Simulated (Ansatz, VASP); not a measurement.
Na3Hg: VASP beside Ansatz

```
CELL_PARAMETERS angstrom
-2.40093 2.40093 4.36911
2.40093 -2.40093 4.36911
2.40093 2.40093 -4.36911
ATOMIC_POSITIONS crystal
Na 0.75000 0.25000 0.50000
Na 0.25000 0.75000 0.50000
Na 0.50000 0.50000 0.00000
Hg 0.00000 0.00000 0.00000
```

Alike in both runs: functional LDA; k mesh 12 × 12 × 12; occupations gaussian, width 0.1 eV; no spin polarisation.

Ansatz relaxed the structure, and its values are those at the end. VASP's run is a single point on that final structure, the one shown.

|  | VASP | Ansatz |
| --- | --- | --- |
| version | VASP 6.6.1 | Ansatz 0.2.0 |
| potentials or method | VASP PAW LDA potentials, release 64 (Na_pv, Hg), cutoff 520 eV | scalar-relativistic, plane waves, PAW |
| valence electrons in the cell | 33 | 47 |

|  | VASP | Ansatz | Ansatz less VASP |
| --- | --- | --- | --- |
| gap on the k mesh at the Fermi level (eV) | none | none | - |
| pressure (GPa) | 0.0 | 0.0 | -0.01 |

LDA's correlation is that of Perdew and Zunger in VASP and of Perdew and Wang (1992) in Ansatz. A gap of «none» marks a metal or a gap that the smearing closes. VASP's potentials hold 33 valence electrons a cell and Ansatz's 47, so a difference there can come from the potentials and not from the codes.

Neither program's run includes spin-orbit coupling.
